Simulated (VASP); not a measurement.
# Ru (P6_3/mmc) in VASP: notebook

The runs below take Ru through single point, relaxation of cell and atoms, with PBE+D3(BJ).

All numbers are computed with VASP 6.6.1; they aren't measurements. Logs are shortened: lines on timing, memory, paths and dates and some standing lists are left out, and cuts for length are marked.

## (1) The cell of the first run

Symmetry: P6_3/mmc, No. 194, hexagonal system. Conventional cell: a = 2.698 Å, b = 2.698 Å, c = 4.266 Å, α = 90.00°, β = 90.00°, γ = 120.00°. Ru (site symmetry -6m2) has 12 Ru at 2.64 to 2.70 Å within 3.5 Å.

## (2) Single point, PBE+D3(BJ)

File INCAR:

```
ALGO = Normal
EDIFF = 1E-7
ENCUT = 520
GGA = PE
ISIF = 2
ISMEAR = 0
IVDW = 12
LASPH = True
LCHARG = True
LELF = True
LREAL = False
LVHAR = True
LWAVE = False
NBANDS = 21
NELM = 100
PREC = Accurate
SIGMA = 0.1
```

File KPOINTS:

```
k-points
0
Gamma
  18 18 10
```

File POSCAR:

```
Ru
1.0
    2.6975947743      0.0000000000      0.0000000000
   -1.3487973872      2.3361856037      0.0000000000
    0.0000000000      0.0000000000      4.2658179962
Ru
2
Direct
    0.3333333333      0.6666666667      0.2500000000
    0.6666666667      0.3333333333      0.7500000000
```

Potentials or basis: VASP PAW PBE potentials, release 64 (Ru_pv).

Command:

```
> cat potpaw_PBE.64/Ru_pv/POTCAR > POTCAR
> mpirun -np 1 vasp_std > vasp.out
```

OUTCAR:

```text
EDIFF = 1E-7
   ENCUT = 520
   GGA = PE
   ISIF = 2
   ISMEAR = 0
   IVDW = 12
   LASPH = True
   LREAL = False
   NELM = 100
   PREC = Accurate
 IVDW          = 12

 ion  position               nearest neighbor table
   1  0.333  0.667  0.250-   2 2.64   2 2.64   2 2.64   2 2.64   2 2.64   2 2.64
   2  0.667  0.333  0.750-   1 2.64   1 2.64   1 2.64   1 2.64   1 2.64   1 2.64

  LATTYP: Found a hexagonal cell.
 ALAT       =     2.6975947743
 C/A-ratio  =     1.5813412885

  Lattice vectors:

 A1 = (   2.6975947743,   0.0000000000,   0.0000000000)
 A2 = (  -1.3487973872,   2.3361856037,   0.0000000000)
 A3 = (   0.0000000000,   0.0000000000,   4.2658179962)

Analysis of symmetry for initial positions (statically):
=====================================================================
 Subroutine PRICEL returns:
 Original cell was already a primitive cell.

 Routine SETGRP: Setting up the symmetry group for a
 hexagonal supercell.

 Subroutine GETGRP returns: Found 24 space group operations
 (whereof 12 operations were pure point group operations)
 out of a pool of 24 trial point group operations.

The static configuration has the point symmetry D_3d.
 The point group associated with its full space group is D_6h.

Analysis of symmetry for dynamics (positions and initial velocities):
=====================================================================
 Subroutine PRICEL returns:
 Original cell was already a primitive cell.

 Routine SETGRP: Setting up the symmetry group for a
 hexagonal supercell.

 Subroutine GETGRP returns: Found 24 space group operations
 (whereof 12 operations were pure point group operations)
 out of a pool of 24 trial point group operations.

The dynamic configuration has the point symmetry D_3d.
 The point group associated with its full space group is D_6h.

 Subroutine INISYM returns: Found 24 space group operations
 (whereof 12 operations are pure point group operations),
 and found     1 'primitive' translations

----------------------------------------------------------------------------------------

                                     Primitive cell

  volume of cell :      26.8835

  direct lattice vectors                    reciprocal lattice vectors
     2.697594774  0.000000000  0.000000000     0.370700599  0.214024091  0.000000000
    -1.348797387  2.336185604  0.000000000     0.000000000  0.428048182  0.000000000
     0.000000000  0.000000000  4.265817996     0.000000000  0.000000000  0.234421628

  length of vectors
     2.697594774  2.697594774  4.265817996     0.428048182  0.428048182  0.234421628

  position of ions in fractional coordinates (direct lattice)
     0.333333333  0.666666667  0.250000000
     0.666666667  0.333333333  0.750000000

  ion indices of the primitive-cell ions
   primitive index   ion index
                 1           1
                 2           2

----------------------------------------------------------------------------------------

 KPOINTS: k-points

Automatic generation of k-mesh.
 Grid dimensions read from file:
 generate k-points for:   18   18   10

 Generating k-lattice:

  Cartesian coordinates                     Fractional coordinates (reciprocal lattice)
     0.020594478  0.011890227  0.000000000     0.055555556  0.000000000  0.000000000
     0.000000000  0.023780455  0.000000000     0.000000000  0.055555556  0.000000000
     0.000000000  0.000000000  0.023442163     0.000000000  0.000000000  0.100000000

  Length of vectors
     0.023780455  0.023780455  0.023442163

  Shift w.r.t. Gamma in fractional coordinates (k-lattice)
     0.000000000  0.000000000  0.000000000

 Subroutine IBZKPT returns following result:
 ===========================================

 Found    222 irreducible k-points:

 Following reciprocal coordinates:
            Coordinates               Weight
  0.000000  0.000000  0.000000      1.000000
  0.055556  0.000000  0.000000      6.000000
  0.111111  0.000000  0.000000      6.000000
  0.166667  0.000000  0.000000      6.000000
  0.222222 -0.000000  0.000000      6.000000
  0.277778  0.000000  0.000000      6.000000
[... 16 lines left out ...]
  0.333333  0.111111  0.000000     12.000000
  0.388889  0.111111  0.000000     12.000000
 [... further k-points ...]
   k-points           NKPTS =    222   k-points in BZ     NKDIM =    222   number of bands    NBANDS=     21
   number of dos      NEDOS =    301   number of ions     NIONS =      2
   total plane-waves  NPLWV =  12800
   dimension x,y,z NGX =    20 NGY =   20 NGZ =   32
   dimension x,y,z NGXF=    40 NGYF=   40 NGZF=   64
   ions per type =               2
   NGX,Y,Z   is equivalent  to a cutoff of  12.33, 12.33, 12.47 a.u.
   NGXF,Y,Z  is equivalent  to a cutoff of  24.65, 24.65, 24.94 a.u.
 SYSTEM =  unknown system
   PREC   = accura    normal or accurate (medium, high low for compatibility)
   ISTART =      0    job   : 0-new  1-cont  2-samecut
   ICHARG =      2    charge: 1-file 2-atom 10-const
   ISPIN  =      1    spin polarized calculation?
   LNONCOLLINEAR =      F non collinear calculations
   LSORBIT =      F    spin-orbit coupling
   LASPH  =      T    aspherical Exc in radial PAW
   ENCUT  =  520.0 eV  38.22 Ry    6.18 a.u.   5.02  5.02  7.93*2*pi/ulx,y,z
   NELM   =    100;   NELMIN=  2; NELMDL= -5     # of ELM steps
   EDIFF  = 0.1E-06   stopping-criterion for ELM
   LREAL  =      F    real-space projection
   EDIFFG = 0.1E-05   stopping-criterion for IOM
   NSW    =      0    number of steps for IOM
   IBRION =     -1    ionic relax: 0-MD 1-quasi-New 2-CG
   NFREE  =      0    steps in history (QN), initial steepest desc. (CG)
   ISIF   =      2    stress and relaxation
   ISYM   =      2    0-nonsym 1-usesym 2-fastsym
   POTIM  = 0.5000    time-step for ionic-motion
   TEBEG  =    0.0;   TEEND  =   0.0 temperature during run
   PSTRESS=    0.0 pullay stress
   NELECT =      28.0000    total number of electrons
   NUPDOWN=      -1.0000    fix difference up-down
   EMIN   =  10.00;   EMAX   =-10.00  energy-range for DOS
   EFERMI =   0.00;   METHOD = LEGACY
   ISMEAR =     0;   SIGMA  =   0.10  broadening in eV -4-tet -1-fermi 0-gaus
   EFERMI_NEDOS =   21; number of points for ismear=-14 and -15
   IALGO  =     38    algorithm
   IMIX   =      4    mixing-type and parameters
     AMIX     =   0.40;   BMIX     =  1.00
     AMIX_MAG =   1.60;   BMIX_MAG =  1.00
  volume/ion in A,a.u.               =      13.44        90.71
  Fermi-wavevector in a.u.,A,eV,Ry     =   1.659455  3.135915 37.467583  2.753790
  Thomas-Fermi vector in A             =   2.746860
   LORBIT       =      0    0 simple, 1 ext, 2 COOP (PROOUT), +10 PAW based schemes
   GGA     = PE    functional components
   LHFCALC =     F    Hartree Fock is set to
   AEXX    =    0.0000 exact exchange contribution
   IVDW    =    12    specifies the selected vdW correction
   LEPSILON=     F    determine dielectric tensor
   LRPA    =     F    only Hartree local field effects (RPA)
 non-spin polarized calculation
 Gauss-broadening in eV      SIGMA  =   0.10
  energy-cutoff  :      520.00
  volume of cell :       26.88
 maximum number of plane-waves:       744
 NGX is ok and might be reduce to    20
   NGX =  9   NGY =  9   NGZ = 15

 number of electron      28.0000003 magnetization

 Free energy of the ion-electron system (eV)
  ---------------------------------------------------
  ext. energy  EPLUGINS =         0.00000000
  ---------------------------------------------------
  free energy    TOTEN  =       -18.45619738 eV

  energy without entropy =      -18.44721123  energy(sigma->0) =      -18.45170430

 E-fermi :  13.0177     XC(G=0): -14.1816

 val. band max:       13.0162595166   @ k =   0.1667   0.1111   0.3000
 cond. band min:      13.0283447135   @ k =   0.4444   0.1111   0.5000
 fundamental gap:      0.0120851968
 Fermi energy:        13.0176820642

 k-point     1 :       0.0000    0.0000    0.0000
  band No.  band energies     occupation
      1     -30.6634      2.00000
      2     -29.6980      2.00000
      3     -29.6980      2.00000
      4     -29.5219      2.00000
      5     -29.5219      2.00000
      6     -29.4800      2.00000
[... 13 lines left out ...]
     20      23.4361      0.00000
     21      23.5227      0.00000

 k-point     2 :       0.0556    0.0000    0.0000
  band No.  band energies     occupation
      1     -30.6525      2.00000
      2     -29.7213      2.00000
      3     -29.7059      2.00000
      4     -29.5463      2.00000
      5     -29.5250      2.00000
      6     -29.4850      2.00000
[... 13 lines left out ...]
     20      23.4360      0.00000
     21      23.5117      0.00000

 k-point     3 :       0.1111    0.0000    0.0000
  band No.  band energies     occupation
      1     -30.6205      2.00000
      2     -29.7883      2.00000
      3     -29.7283      2.00000
      4     -29.6157      2.00000
      5     -29.5344      2.00000
      6     -29.5002      2.00000
[... 13 lines left out ...]
     20      23.4360      0.00000
     21      23.4842      0.00000

 k-point     4 :       0.1667    0.0000    0.0000
  band No.  band energies     occupation
      1     -30.5691      2.00000
      2     -29.8911      2.00000
      3     -29.7616      2.00000
      4     -29.7202      2.00000
      5     -29.5495      2.00000
      6     -29.5256      2.00000
[... 13 lines left out ...]
     20      23.4360      0.00000
     21      23.4604      0.00000

 k-point     5 :       0.2222   -0.0000    0.0000
  band No.  band energies     occupation
      1     -30.5018      2.00000
      2     -30.0171      2.00000
      3     -29.8452      2.00000
      4     -29.8014      2.00000
      5     -29.5690      2.00000
      6     -29.5611      2.00000
[... 13 lines left out ...]
     20      23.4360      0.00000
     21      23.4490      0.00000
[... 382 lines left out ...]
     20      23.4358      0.00000
     21      23.4452      0.00000

 k-point    22 :       0.2778    0.1111    0.0000
  band No.  band energies     occupation
      1     -30.3139      2.00000
      2     -30.2630      2.00000
      3     -30.1243      2.00000
      4     -29.8949      2.00000
      5     -29.6743      2.00000
      6     -29.6641      2.00000
[... 13 lines left out ...]
     20      23.4354      0.00000
     21      23.4391      0.00000

 k-point    23 :       0.3333    0.1111    0.0000
  band No.  band energies     occupation
      1     -30.3587      2.00000
      2     -30.2328      2.00000
      3     -30.1890      2.00000
      4     -29.9434      2.00000
      5     -29.7306      2.00000
      6     -29.6859      2.00000
[... 13 lines left out ...]
     20      23.4357      0.00000
     21      23.9491      0.00000

 k-point    24 :       0.3889    0.1111    0.0000
  band No.  band energies     occupation
      1     -30.4209      2.00000
      2     -30.2312      2.00000
      3     -30.1671      2.00000
      4     -29.9746      2.00000
      5     -29.7801      2.00000
      6     -29.7001      2.00000
[... 13 lines left out ...]
     20      23.4353      0.00000
     21      24.2910      0.00000

 [... further k-points ...]

------------------------ aborting loop because EDIFF is reached ----------------------------------------

 Edisp (eV)   -1.26125

 E8    (eV) :    -0.5755

  FORCE on cell =-STRESS in cart. coord.  units (eV):
  Direction    XX          YY          ZZ          XY          YZ          ZX
  --------------------------------------------------------------------------------------
  -------------------------------------------------------------------------------------
  Total      -0.01091    -0.01091    -0.00791     0.00000     0.00000     0.00000
  in kB      -0.65002    -0.65002    -0.47168     0.00000     0.00000     0.00000
  external pressure =       -0.59 kB  Pullay stress =        0.00 kB

 VOLUME and BASIS-vectors are now :
 -----------------------------------------------------------------------------
  energy-cutoff  :      520.00
  volume of cell :       26.88
      direct lattice vectors                 reciprocal lattice vectors
     2.697594774  0.000000000  0.000000000     0.370700599  0.214024091  0.000000000
    -1.348797387  2.336185604  0.000000000     0.000000000  0.428048182  0.000000000
     0.000000000  0.000000000  4.265817996     0.000000000  0.000000000  0.234421628

 POSITION                                       TOTAL-FORCE (eV/Angst)
 -----------------------------------------------------------------------------------
     -0.00000      1.55746      1.06645        -0.000000      0.000000      0.000000
      1.34880      0.77873      3.19936         0.000000     -0.000000      0.000000
 -----------------------------------------------------------------------------------
    total drift:                                0.000000     -0.000000      0.000000

  FREE ENERGIE OF THE ION-ELECTRON SYSTEM (eV)
  ---------------------------------------------------
  free  energy   TOTEN  =       -19.7174460242 eV

  energy  without entropy=      -19.7084598796  energy(sigma->0) =      -19.71295295
```

Wall time 33 s (1 thread of Intel Xeon 6975P-C (Granite Rapids), shared host); peak memory 0.22 GiB.

Results:

```
Free energy                : -19.7174 eV
Pressure                   : -0.1 GPa
Band gap on the k mesh     : zero (bands 14 and 15 overlap by 3.18 eV)
Dispersion energy per atom : -0.631 eV
```

(Continued in part 2 of 2.)
